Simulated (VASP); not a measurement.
Runs of VASP 6.6.1 on HfC. The structure is that of space group Fm-3m (No. 225), or close to it. The cells are those of the table. 

```csv
cell,gap on the mesh (eV),pressure (GPa)
"a = 3.414, b = 3.288 Å, angles 61.2, 57.6, 61.2°, 2 atoms",none,-13.2
"a = 3.371, b = 3.288 Å, angles 60.8, 58.4, 60.8°, 2 atoms",none,-10.0
"a = 3.329, b = 3.288 Å, angles 60.4, 59.2, 60.4°, 2 atoms",none,-5.8
"a = 3.247, b = 3.288 Å, angles 59.6, 60.8, 59.6°, 2 atoms",none,(a)
```

Alike in all rows: task single point; level PBE; potentials or basis VASP PAW PBE potentials, release 64 (Hf_pv, C); no spin polarisation; k mesh 18 × 18 × 18; cutoff (eV) 520; smearing gaussian 0.15 eV.

Task: Estimate the missing entries.

Result: (a) 6.2.

Caveats: spin-orbit coupling is left out, which moves the levels of the heavy elements.

A k mesh can miss the band edges, and the runs leave out spin-orbit coupling on Hf.

A gap of «none» marks levels without a gap at the run's occupations.
